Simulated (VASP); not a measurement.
# Ti2BiO3 (P-3m1) in VASP: settings compared

Aim: see how the results for Ti2BiO3 move with the level of theory and the settings. Levels: PBE, r2SCAN. Tasks: relaxation of cell and atoms, single point.

Everything below comes from runs of VASP 6.6.1. Logs are shortened: lines on timing, memory, paths and dates and some standing lists are left out, and cuts for length are marked.

## 1. The cell of the first run

It takes space group P-3m1 (No. 164, trigonal). Conventional cell: a = 3.114 Å, b = 3.114 Å, c = 12.141 Å, α = 90.00°, β = 90.00°, γ = 120.00°. Within 2.6 Å of Ti (site symmetry 3m) lie 6 O at 1.99 to 2.20 Å. Bi (site symmetry -3m) has 6 Bi at 3.11 Å within 4.1 Å. O (site symmetry -3m) has 6 Ti at 2.20 Å and 6 O at 2.77 Å within 2.9 Å. O (site symmetry 3m) has 3 Ti at 1.99 Å within 2.6 Å.

## 2. Relaxation of cell and atoms, PBE

The input, INCAR:

```
PREC = Accurate
ENCUT = 600
EDIFF = 1E-6
ISMEAR = 0
SIGMA = 0.1
LREAL = False
LASPH = True
NELM = 60
ALGO = Normal
ISIF = 3
LWAVE = False
LCHARG = False
GGA = PE
IBRION = 2
NSW = 80
EDIFFG = -0.001
```

The input, KPOINTS:

```
regular mesh
0
Gamma
  12 12 4
```

The input, POSCAR:

```
Ti2BiO3
1.0
    3.1144225854      0.0000000000      0.0000000000
   -1.5572112927      2.6971690771      0.0000000000
    0.0000000000      0.0000000000     12.1412346021
Ti Bi O
2 1 3
Direct
    0.6666666667      0.3333333333      0.1038848308
    0.3333333333      0.6666666667      0.8961151692
    0.0000000000      0.0000000000      0.5000000000
    0.0000000000      0.0000000000      0.0000000000
    0.6666666667      0.3333333333      0.8268068080
    0.3333333333      0.6666666667      0.1731931920
```

Potentials or basis: VASP PAW PBE potentials, release 64 (Ti_sv, Bi_d, O).

The run is started by

```sh
cat potpaw_PBE.64/Ti_sv/POTCAR potpaw_PBE.64/Bi_d/POTCAR potpaw_PBE.64/O/POTCAR > POTCAR
mpirun -np 1 vasp_std > vasp.out
```

OUTCAR:

```text
PREC = Accurate
   ENCUT = 600
   EDIFF = 1E-6
   ISMEAR = 0
   LREAL = False
   LASPH = True
   NELM = 60
   ISIF = 3
   GGA = PE
   IBRION = 2
   NSW = 80
   EDIFFG = -0.001

 ion  position               nearest neighbor table
   1  0.667  0.333  0.104-   6 1.99   6 1.99   6 1.99   4 2.20   4 2.20   4 2.20
   2  0.333  0.667  0.896-   5 1.99   5 1.99   5 1.99   4 2.20   4 2.20   4 2.20
   3  0.000  0.000  0.500-
   4  0.000  0.000  0.000-   1 2.20   2 2.20   1 2.20   2 2.20   1 2.20   2 2.20
   5  0.667  0.333  0.827-   2 1.99   2 1.99   2 1.99
   6  0.333  0.667  0.173-   1 1.99   1 1.99   1 1.99

  LATTYP: Found a hexagonal cell.
 ALAT       =     3.1144225854
 C/A-ratio  =     3.8983902374

  Lattice vectors:

 A1 = (   3.1144225854,   0.0000000000,   0.0000000000)
 A2 = (  -1.5572112927,   2.6971690771,   0.0000000000)
 A3 = (   0.0000000000,   0.0000000000,  12.1412346021)

Analysis of symmetry for initial positions (statically):
=====================================================================
 Subroutine PRICEL returns:
 Original cell was already a primitive cell.

 Routine SETGRP: Setting up the symmetry group for a
 hexagonal supercell.

 Subroutine GETGRP returns: Found 12 space group operations
 (whereof 12 operations were pure point group operations)
 out of a pool of 24 trial point group operations.

The static configuration has the point symmetry D_3d.

Analysis of symmetry for dynamics (positions and initial velocities):
=====================================================================
 Subroutine PRICEL returns:
 Original cell was already a primitive cell.

 Routine SETGRP: Setting up the symmetry group for a
 hexagonal supercell.

 Subroutine GETGRP returns: Found 12 space group operations
 (whereof 12 operations were pure point group operations)
 out of a pool of 24 trial point group operations.

The dynamic configuration has the point symmetry D_3d.

 Subroutine INISYM returns: Found 12 space group operations
 (whereof 12 operations are pure point group operations),
 and found     1 'primitive' translations

----------------------------------------------------------------------------------------

                                     Primitive cell

  volume of cell :     101.9879

  direct lattice vectors                    reciprocal lattice vectors
     3.114422585  0.000000000  0.000000000     0.321086806  0.185379554  0.000000000
    -1.557211293  2.697169077  0.000000000     0.000000000  0.370759108  0.000000000
     0.000000000  0.000000000 12.141234602     0.000000000  0.000000000  0.082363947

  length of vectors
     3.114422585  3.114422585 12.141234602     0.370759108  0.370759108  0.082363947

  position of ions in fractional coordinates (direct lattice)
     0.666666667  0.333333333  0.103884831
     0.333333333  0.666666667  0.896115169
     0.000000000  0.000000000  0.500000000
     0.000000000  0.000000000  0.000000000
     0.666666667  0.333333333  0.826806808
     0.333333333  0.666666667  0.173193192

  ion indices of the primitive-cell ions
   primitive index   ion index
                 1           1
                 2           2
                 3           3
                 4           4
                 5           5
                 6           6

----------------------------------------------------------------------------------------

 KPOINTS: regular mesh

Automatic generation of k-mesh.
 Grid dimensions read from file:
 generate k-points for:   12   12    4

 Generating k-lattice:

  Cartesian coordinates                     Fractional coordinates (reciprocal lattice)
     0.026757234  0.015448296  0.000000000     0.083333333  0.000000000  0.000000000
     0.000000000  0.030896592  0.000000000     0.000000000  0.083333333  0.000000000
     0.000000000  0.000000000  0.020590987     0.000000000  0.000000000  0.250000000

  Length of vectors
     0.030896592  0.030896592  0.020590987

  Shift w.r.t. Gamma in fractional coordinates (k-lattice)
     0.000000000  0.000000000  0.000000000

 Subroutine IBZKPT returns following result:
 ===========================================

 Found     69 irreducible k-points:

 Following reciprocal coordinates:
            Coordinates               Weight
  0.000000  0.000000  0.000000      1.000000
  0.083333 -0.000000  0.000000      6.000000
  0.166667 -0.000000  0.000000      6.000000
  0.250000  0.000000  0.000000      6.000000
  0.333333  0.000000  0.000000      6.000000
  0.416667 -0.000000  0.000000      6.000000
[... 16 lines left out ...]
  0.166667 -0.000000  0.250000      6.000000
  0.000000  0.166667  0.250000      6.000000
 [... further k-points ...]
   k-points           NKPTS =     69   k-points in BZ     NKDIM =     69   number of bands    NBANDS=     34
   number of dos      NEDOS =    301   number of ions     NIONS =      6
   total plane-waves  NPLWV =  76832
   dimension x,y,z NGX =    28 NGY =   28 NGZ =   98
   dimension x,y,z NGXF=    56 NGYF=   56 NGZF=  196
   ions per type =               2   1   3
   NGX,Y,Z   is equivalent  to a cutoff of  14.95, 14.95, 13.42 a.u.
   NGXF,Y,Z  is equivalent  to a cutoff of  29.89, 29.89, 26.84 a.u.
 SYSTEM =  unknown system
   PREC   = accura    normal or accurate (medium, high low for compatibility)
   ISTART =      0    job   : 0-new  1-cont  2-samecut
   ICHARG =      2    charge: 1-file 2-atom 10-const
   ISPIN  =      1    spin polarized calculation?
   LNONCOLLINEAR =      F non collinear calculations
   LSORBIT =      F    spin-orbit coupling
   LASPH  =      T    aspherical Exc in radial PAW
   ENCUT  =  600.0 eV  44.10 Ry    6.64 a.u.   6.22  6.22 24.25*2*pi/ulx,y,z
   NELM   =     60;   NELMIN=  2; NELMDL= -5     # of ELM steps
   EDIFF  = 0.1E-05   stopping-criterion for ELM
   LREAL  =      F    real-space projection
   EDIFFG = -.1E-02   stopping-criterion for IOM
   NSW    =     80    number of steps for IOM
   IBRION =      2    ionic relax: 0-MD 1-quasi-New 2-CG
   NFREE  =      1    steps in history (QN), initial steepest desc. (CG)
   ISIF   =      3    stress and relaxation
   ISYM   =      2    0-nonsym 1-usesym 2-fastsym
   POTIM  = 0.5000    time-step for ionic-motion
   TEBEG  =    0.0;   TEEND  =   0.0 temperature during run
   PSTRESS=    0.0 pullay stress
   NELECT =      57.0000    total number of electrons
   NUPDOWN=      -1.0000    fix difference up-down
   EMIN   =  10.00;   EMAX   =-10.00  energy-range for DOS
   EFERMI =   0.00;   METHOD = LEGACY
   ISMEAR =     0;   SIGMA  =   0.10  broadening in eV -4-tet -1-fermi 0-gaus
   EFERMI_NEDOS =   21; number of points for ismear=-14 and -15
   IALGO  =     38    algorithm
   IMIX   =      4    mixing-type and parameters
     AMIX     =   0.40;   BMIX     =  1.00
     AMIX_MAG =   1.60;   BMIX_MAG =  1.00
  volume/ion in A,a.u.               =      17.00       114.71
  Fermi-wavevector in a.u.,A,eV,Ry     =   1.348498  2.548291 24.741466  1.818446
  Thomas-Fermi vector in A             =   2.476162
   LORBIT       =      0    0 simple, 1 ext, 2 COOP (PROOUT), +10 PAW based schemes
   GGA     = PE    functional components
   LHFCALC =     F    Hartree Fock is set to
   AEXX    =    0.0000 exact exchange contribution
   IVDW    =     0    specifies the selected vdW correction
   LEPSILON=     F    determine dielectric tensor
   LRPA    =     F    only Hartree local field effects (RPA)
 conjugate gradient relaxation of ions
 non-spin polarized calculation
 Gauss-broadening in eV      SIGMA  =   0.10
  energy-cutoff  :      600.00
  volume of cell :      101.99
 maximum number of plane-waves:      3445
 NGX is ok and might be reduce to    28
   NGX = 13   NGY = 13   NGZ = 49

--------------------------------------- Ionic step        1  -------------------------------------------

 number of electron      56.9999999 magnetization

 Free energy of the ion-electron system (eV)
  ---------------------------------------------------
  ext. energy  EPLUGINS =         0.00000000
  ---------------------------------------------------
  free energy    TOTEN  =       -47.30087818 eV

  energy without entropy =      -47.28504780  energy(sigma->0) =      -47.29296299

------------------------ aborting loop because EDIFF is reached ----------------------------------------

  FORCE on cell =-STRESS in cart. coord.  units (eV):
  Direction    XX          YY          ZZ          XY          YZ          ZX
  --------------------------------------------------------------------------------------
  -------------------------------------------------------------------------------------
  Total        0.1780235      0.1780235      0.0470165      0.0000000      0.0000000      0.0000000
  in kB        2.7966583      2.7966583      0.7386045      0.0000000      0.0000000      0.0000000
  external PRESSURE =       2.1106404 kB  Pullay stress =       0.0000000 kB
[... 101 lines left out ...]
  FREE ENERGIE OF THE ION-ELECTRON SYSTEM (eV)
  ---------------------------------------------------
  free  energy   TOTEN  =       -47.3010429307 eV

  energy  without entropy=      -47.2853431966  energy(sigma->0) =      -47.29319306

 E-fermi :   6.3368     XC(G=0): -10.0000

 val. band max:        6.3329434780   @ k =   0.0833   0.0833   0.0000
 cond. band min:       6.3535713955   @ k =   0.0000   0.0833   0.2500
 fundamental gap:      0.0206279176
 Fermi energy:         6.3367925753

 k-point     1 :       0.0000    0.0000    0.0000
  band No.  band energies     occupation
      1     -52.0457      2.00000
      2     -52.0136      2.00000
      3     -28.4174      2.00000
      4     -28.1794      2.00000
      5     -28.1714      2.00000
      6     -28.1714      2.00000
[... 877 lines left out ...]
     33       7.8740      0.00000
     34       9.0594      0.00000

 [... further k-points ...]

[... ionic steps 4 to 31 ...]

--------------------------------------- Ionic step       32  -------------------------------------------

 number of electron      57.0000008 magnetization

------------------------ aborting loop because EDIFF is reached ----------------------------------------
[... 75 lines left out ...]
--------------------------------------- Ionic step       34  -------------------------------------------

 number of electron      57.0000008 magnetization

 Free energy of the ion-electron system (eV)
  ---------------------------------------------------
  ext. energy  EPLUGINS =         0.00000000
  ---------------------------------------------------
  free energy    TOTEN  =       -47.30318098 eV

  energy without entropy =      -47.28813232  energy(sigma->0) =      -47.29565665

 E-fermi :   6.3352     XC(G=0):  -9.9993

 val. band max:        6.3313655989   @ k =   0.0833   0.0833   0.0000
 cond. band min:       6.3516918884   @ k =   0.0000   0.0833   0.2500
 fundamental gap:      0.0203262894
 Fermi energy:         6.3351896222

 k-point     1 :       0.0000    0.0000    0.0000
  band No.  band energies     occupation
      1     -52.0477      2.00000
      2     -52.0156      2.00000
      3     -28.4191      2.00000
      4     -28.1815      2.00000
      5     -28.1736      2.00000
      6     -28.1736      2.00000
[... 877 lines left out ...]
     33       7.8721      0.00000
     34       9.0574      0.00000

 [... further k-points ...]

------------------------ aborting loop because EDIFF is reached ----------------------------------------

  FORCE on cell =-STRESS in cart. coord.  units (eV):
  Direction    XX          YY          ZZ          XY          YZ          ZX
  --------------------------------------------------------------------------------------
  -------------------------------------------------------------------------------------
  Total       -0.0001583     -0.0001583      0.0005004     -0.0000000      0.0000000      0.0000000
  in kB       -0.0025654     -0.0025654      0.0081109     -0.0000000      0.0000000      0.0000000
  external PRESSURE =       0.0009934 kB  Pullay stress =       0.0000000 kB
[... 21 lines left out ...]
  FREE ENERGIE OF THE ION-ELECTRON SYSTEM (eV)
  ---------------------------------------------------
  free  energy   TOTEN  =       -47.3031809846 eV

  energy  without entropy=      -47.2881323194  energy(sigma->0) =      -47.29565665

 reached required accuracy - stopping structural energy minimisation
```

It took 52 min on 1 thread of AMD EPYC 9R45 (Zen 5), shared host; peak memory 0.43 GiB.

Results:

```
Free energy                           : -47.3032 eV
Relaxed volume                        : 16.48 Å³/atom
Relaxed cell                          : a = 3.115 Å, b = 3.115 Å, c = 11.763 Å, α = 90.00°, β = 90.00°, γ = 120.00°
Space group after relaxing (to 0.1 Å) : P-3m1 (No. 164)
Energy gained by relaxing             : 0.4 meV/atom
Ionic steps                           : 34
Pressure after relaxing               : 0.0 GPa
Band gap on the k mesh                : zero (an odd number of electrons rules out a gap without spin polarisation)
```

Step by step:
| step | energy change (eV) | largest force (eV/Å) | pressure (GPa) | volume (Å³) |
| --- | --- | --- | --- | --- |
| 1 | 0.0000 | 0.0480 | 0.21 | 101.99 |
| 2 | 0.0001 | 0.0340 | -0.32 | 102.32 |
| 3 | -0.0002 | 0.0161 | -0.04 | 102.13 |
| 4 | -0.0002 | 0.0144 | -0.05 | 102.09 |
| 5 | -0.0003 | 0.0213 | -0.03 | 101.97 |
| 6 | -0.0005 | 0.0453 | -0.01 | 101.74 |
| 7 | -0.0005 | 0.0935 | 0.02 | 101.27 |
| 8 | -0.0005 | 0.0738 | 0.02 | 101.46 |
| 9 | -0.0005 | 0.0732 | 0.01 | 101.45 |
| 10 | -0.0006 | 0.0721 | 0.00 | 101.41 |
| 11 | -0.0007 | 0.0696 | 0.02 | 101.34 |
| 12 | -0.0008 | 0.0645 | 0.03 | 101.19 |
| 13 | -0.0011 | 0.0541 | 0.08 | 100.89 |
| 14 | -0.0016 | 0.0349 | 0.14 | 100.29 |
| 15 | -0.0019 | 0.0143 | 0.31 | 99.09 |
| 16 | -0.0021 | 0.0034 | 0.20 | 98.98 |
| 17 | -0.0022 | 0.0175 | 0.00 | 98.78 |
| 18 | -0.0022 | 0.0150 | 0.01 | 98.79 |
| 19 | -0.0023 | 0.0076 | 0.02 | 98.81 |
| 20 | -0.0023 | 0.0072 | 0.05 | 98.86 |
| 21 | -0.0023 | 0.0029 | 0.02 | 98.84 |
| 22 | -0.0023 | 0.0025 | -0.01 | 98.84 |
| 23 | -0.0023 | 0.0040 | 0.02 | 98.83 |
| 24 | -0.0023 | 0.0024 | 0.02 | 98.83 |
| 25 | -0.0023 | 0.0028 | 0.03 | 98.84 |
| 26 | -0.0023 | 0.0043 | 0.00 | 98.86 |
| 27 | -0.0023 | 0.0048 | 0.01 | 98.87 |
| 28 | -0.0023 | 0.0058 | -0.03 | 98.88 |
| 29 | -0.0023 | 0.0046 | -0.02 | 98.87 |
| 30 | -0.0023 | 0.0043 | -0.03 | 98.87 |
| 31 | -0.0023 | 0.0016 | 0.00 | 98.84 |
| 32 | -0.0023 | 0.0006 | 0.02 | 98.84 |
| 33 | -0.0023 | 0.0015 | 0.00 | 98.85 |
| 34 | -0.0023 | 0.0008 | 0.00 | 98.85 |

Final structure:
```cif
data_structure
_symmetry_space_group_name_H-M 'P 1'
_symmetry_Int_Tables_number 1
_cell_length_a 3.1151
_cell_length_b 3.1151
_cell_length_c 11.7631
_cell_angle_alpha 90.000
_cell_angle_beta 90.000
_cell_angle_gamma 120.000
_cell_volume 98.85
loop_
_atom_site_label
_atom_site_type_symbol
_atom_site_fract_x
_atom_site_fract_y
_atom_site_fract_z
_atom_site_occupancy
Ti1 Ti 0.66667 0.33333 0.10724 1
Ti2 Ti 0.33333 0.66667 0.89276 1
Bi1 Bi 0.00000 0.00000 0.50000 1
O1 O 0.00000 0.00000 0.00000 1
O2 O 0.66667 0.33333 0.82083 1
O3 O 0.33333 0.66667 0.17917 1
```

Caveat: spin-orbit coupling is left out, which moves the levels of the heavy elements; an odd number of electrons without spin polarisation forces a metal; a magnetic or distorted state may lie lower; semilocal functionals often make such compounds metallic where correlation or magnetic order opens a gap, which also shifts bond lengths.

## 3. Single point, r2SCAN

POSCAR is that of step 2.

The input, INCAR.step1:

```
ALGO = Normal
EDIFF = 1E-5
ENCUT = 660
GGA = PE
GGA_COMPAT = F
ISMEAR = 0
LASPH = T
LCHARG = F
LREAL = F
LWAVE = T
NBANDS = 38
NELM = 120
PREC = Accurate
SIGMA = 0.1
```

The input, INCAR.step2:

```
ALGO = Normal
EDIFF = 1E-6
ENCUT = 660
GGA_COMPAT = F
ISIF = 2
ISMEAR = 0
ISTART = 1
LASPH = T
LCHARG = F
LMIXTAU = T
LREAL = F
LWAVE = F
METAGGA = R2SCAN
NBANDS = 38
NELM = 120
PREC = Accurate
SIGMA = 0.1
```

The input, KPOINTS:

```
k-points
0
Gamma
  12 12 4
```

Potentials or basis: VASP PAW PBE potentials, release 64 (Ti_sv, Bi_d, O).

The run is started by

```sh
cat potpaw_PBE.64/Ti_sv/POTCAR potpaw_PBE.64/Bi_d/POTCAR potpaw_PBE.64/O/POTCAR > POTCAR
cp INCAR.step1 INCAR
mpirun -np 1 vasp_std > vasp.out
cp INCAR.step2 INCAR
mpirun -np 1 vasp_std > vasp.out
```

Run time: 43 min. Hardware: 1 thread of Intel Xeon 8259CL, shared host; peak memory 0.55 GiB.

The run converged. Its results:

* Free energy: -116.2048 eV
* Pressure: -2.2 GPa
* Largest force: 0.209 eV/Å
* Band gap on the k mesh: zero (an odd number of electrons rules out a gap without spin polarisation)

Forces in eV/Å, atoms in the order of the input:
```
Ti   0.000  0.000  0.135
Ti   0.000  0.000 -0.135
Bi   0.000  0.000  0.000
O    0.000  0.000  0.000
O    0.000  0.000  0.209
O    0.000  0.000 -0.209
```

Stress tensor (GPa, compression positive):
```
-2.38  0.00  0.00
 0.00 -2.38  0.00
 0.00  0.00 -1.85
```

Levels at points of the mesh, in eV from the Fermi level:
| k point | band 27 | band 28 | band 29 | band 30 | band 31 | band 32 |
| --- | --- | --- | --- | --- | --- | --- |
| (0.00, 0.00, 0.00) | -3.42 | -0.25 | -0.25 | 0.14 | 0.75 | 0.75 |
| (0.50, 0.00, 0.00) | -4.60 | -0.32 | 0.45 | 0.78 | 1.01 | 1.19 |
| (0.00, 0.00, 0.50) | -3.49 | -0.25 | -0.25 | 0.14 | 0.75 | 0.75 |
| (0.50, 0.00, 0.50) | -4.61 | -0.35 | 0.53 | 0.73 | 1.01 | 1.17 |

Caveat: the PAW data sets were made with another functional, which shifts forces and pressure a little; spin-orbit coupling is left out, which moves the levels of the heavy elements; an odd number of electrons without spin polarisation forces a metal; a magnetic or distorted state may lie lower; semilocal functionals often make such compounds metallic where correlation or magnetic order opens a gap, which also shifts bond lengths.
